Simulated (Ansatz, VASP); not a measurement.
# WS2: VASP beside Ansatz

```
CELL_PARAMETERS angstrom
3.15978 0.00000 0.00000
-1.57989 2.73645 0.00000
0.00000 0.00000 23.80354
ATOMIC_POSITIONS crystal
S 0.33333 0.66667 0.18905
S 0.33333 0.66667 0.32146
S 0.50000 0.00000 0.45967
S 0.50000 0.00000 0.59208
W 0.66667 0.33333 0.25525
W 0.83333 0.66667 0.52587
```

Alike in both runs: task single point; functional PBE; dispersion D3(BJ); k mesh 9 × 9 × 1; occupations gaussian, width 0.05 eV; no spin polarisation.

|  | VASP | Ansatz |
| --- | --- | --- |
| version | VASP 6.6.1 | Ansatz 0.2.0 |
| potentials or method | VASP PAW PBE potentials, release 64 (S, W_sv), cutoff 520 eV | scalar-relativistic, plane waves, PAW |
| valence electrons in the cell | 52 | 52 |

|  | VASP | Ansatz | Ansatz less VASP |
| --- | --- | --- | --- |
| gap on the k mesh at the Fermi level (eV) | 1.65 | 1.64 | -0.011 |
| least direct gap on the mesh (eV) | 1.90 | 1.89 | -0.003 |
| rms of the force components (eV/Å) | 0.027 | 0.028 | +0.0007 |

Spin-orbit coupling is off throughout.
